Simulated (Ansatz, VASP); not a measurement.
## One calculation of CsPbI2Br, two programs

```
Cs Pb I Br
1.0
     6.36512   -0.11998    0.00000
    -0.11998    6.36512    0.00000
     0.00000    0.00000    5.92424
Cs Pb I Br
1 1 2 1
Cartesian
  3.1226 3.1226 2.9621
  0.0000 0.0000 0.0000
  -0.0600 3.1826 0.0000
  3.1826 -0.0600 0.0000
  0.0000 0.0000 2.9621
```

Change from the starting cell: shear_xy strain -3.8%.

Alike in both runs: task single point; functional r2SCAN; k mesh 4 × 4 × 4; no spin polarisation.

|  | VASP | Ansatz |
| --- | --- | --- |
| version | VASP 6.6.1 | Ansatz 0.2.0 |
| potentials or method | VASP PAW PBE potentials, release 64 (Cs_sv, Pb_d, I, Br) | plane waves, PAW |
| plane-wave cutoff (eV) | 520 | 500 |
| occupations | gaussian, width 0.01 eV | fixed |
| valence electrons in the cell | 44 | 64 |

|  | VASP | Ansatz | Ansatz less VASP |
| --- | --- | --- | --- |
| gap on the k mesh at the Fermi level (eV) | 1.71 | 1.70 | -0.006 |
| pressure (GPa) | 0.0 | 0.0 | 0.00 |
| traceless stress, the component that is largest in VASP (GPa) | 0.15 | 0.15 | 0.000 |

VASP's potentials were made for PBE, not for r2SCAN. VASP's potentials hold 44 valence electrons a cell and Ansatz's 64, so a difference there can come from the potentials and not from the codes.

Spin-orbit coupling is off throughout.
